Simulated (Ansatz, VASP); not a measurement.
## Two plane-wave programs on Co

INCAR

```
SYSTEM = Co
PREC     = Accurate       ! precision mode
ENCUT    = 600            ! plane-wave cutoff, eV
EDIFF    = 1E-6           ! SCF threshold, eV
ISMEAR   = 0              ! smearing method
SIGMA    = 0.1            ! smearing width, eV
LREAL    = .FALSE.        ! projectors in reciprocal space
LASPH    = .TRUE.         ! aspherical terms in the spheres
NELM     = 150            ! most SCF steps
ALGO     = Fast           ! electronic algorithm
ISIF     = 3              ! what is computed and relaxed
LWAVE    = .FALSE.        ! write WAVECAR
LCHARG   = .FALSE.        ! write CHGCAR
ISPIN    = 2              ! spin polarisation
MAGMOM   = 1.84 1.84      ! initial moments
LORBIT   = 11             ! projections on sites
LMAXMIX  = 4              ! l up to which the mixer works
GGA      = PE             ! functional
IVDW     = 12             ! dispersion correction
IBRION   = 2              ! ionic algorithm
NSW      = 100            ! ionic steps
EDIFFG   = -0.005         ! ionic threshold
```

KPOINTS

```
Automatic mesh
0
G
  21 21 10
  0 0 0
```

File POSCAR:

```
Co
1.0
    2.4873648738      0.0000000000      0.0000000000
   -1.2436824369      2.1541211692      0.0000000000
    0.0000000000      0.0000000000      4.0632895034
Co
2
Direct
    0.6666666700      0.3333333300      0.2598610000
    0.3333333300      0.6666666700      0.7401390000
```

Input for Ansatz:

```yaml
crystal:
  lattice:
    - [2.4873648738, 0.0, 0.0]
    - [-1.2436824369, 2.1541211692, 0.0]
    - [0.0, 0.0, 4.0632895034]
  atoms:
    - { symbol: Co, position: [0.66666667, 0.33333333, 0.259861], spin: 1.84 }
    - { symbol: Co, position: [0.33333333, 0.66666667, 0.740139], spin: 1.84 }
basis:
  ecutwfc: 420
kpoints:
  mp_grid: { grid: [21, 21, 10] }
hamiltonian:
  xc: pbe
  dispersion: d3bj
scf:
  occupations: { method: gaussian, width: 0.1 }
output:
  forces: true
  stress: true
  eigenvalues: true
  populations: true
magnetization:
  spin_polarized: true
relax:
  adjacent_minimum: "off"
  f_tol: 0.005
  max_steps: 80
  cell: { stress_tol: 0.05 }
```

Alike in both runs: task relaxation of cell and atoms; functional PBE; dispersion D3(BJ); k mesh 21 × 21 × 10; occupations gaussian, width 0.1 eV; collinear spin.

```csv
,VASP,Ansatz
version,VASP 6.6.1,Ansatz 0.2.0
potentials or method,"VASP PAW PBE potentials, release 64 (Co), cutoff 600 eV","scalar-relativistic, plane waves, PAW"
valence electrons in the cell,18,34
```

VASP gave:

```
gap on the k mesh at the Fermi level, each at its own relaxed structure (eV) : none
net moment per atom (μB)                                                     : 1.57
size of the moment on the site where the two differ most (μB)                : 1.58
relaxed volume (Å³/atom)                                                     : 10.49
relaxed length of the cell vector where the two differ most in proportion (Å)              : 3.984
```

Problem. Which values does Ansatz return?

Solution. gap on the k mesh at the Fermi level, each at its own relaxed structure (eV): none; net moment per atom (μB): 1.58; size of the moment on the site where the two differ most (μB): 1.66; relaxed volume (Å³/atom): 10.54; relaxed length of the cell vector where the two differ most in proportion (Å): 3.992.

Site moments also hang on the region over which each program counts them. A gap of «none» marks a metal or a gap that the smearing closes. VASP's potentials hold 18 valence electrons a cell and Ansatz's 34, so a difference there can come from the potentials and not from the codes.
